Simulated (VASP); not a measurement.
A run of VASP 6.6.1 is set up as follows.

File INCAR:

```
  PREC = Accurate
  ENCUT = 520
  EDIFF = 1E-6
  ISMEAR = 0
  SIGMA = 0.05
  LREAL = False
  LASPH = True
  NELM = 100
  ALGO = Normal
  ISIF = 2
  LWAVE = False
  LCHARG = False
  GGA = PE
  NBANDS = 11
```

File KPOINTS:

```
Automatic mesh
0
Gamma
  10 10 10
```

Contents of POSCAR:

```
MgO
1.0
    0.0934128125      2.1351500000      2.1351500000
    2.1351500000      0.0934128125      2.1351500000
    2.2285628125      2.2285628125      0.0000000000
Mg O
1 1
Direct
    0.0000000000      0.0000000000      0.0000000000
    0.5000000000      0.5000000000      0.5000000000
```

Potentials or basis: VASP PAW PBE potentials, release 64 (Mg, O).

The run is started by

```sh
$ cat potpaw_PBE.64/Mg/POTCAR potpaw_PBE.64/O/POTCAR > POTCAR
$ mpirun -np 1 vasp_std > vasp.out
```

(1) What does it give for the band gap on the k mesh?

(2) Predict the pressure.

## Answers

(1) 3.92 eV, direct.

(2) -2.1 GPa.

Caveat: the cell differs from its parent crystal (strain +0.0875 x Voigt [0, 0, 0, 0, 0, 1]).
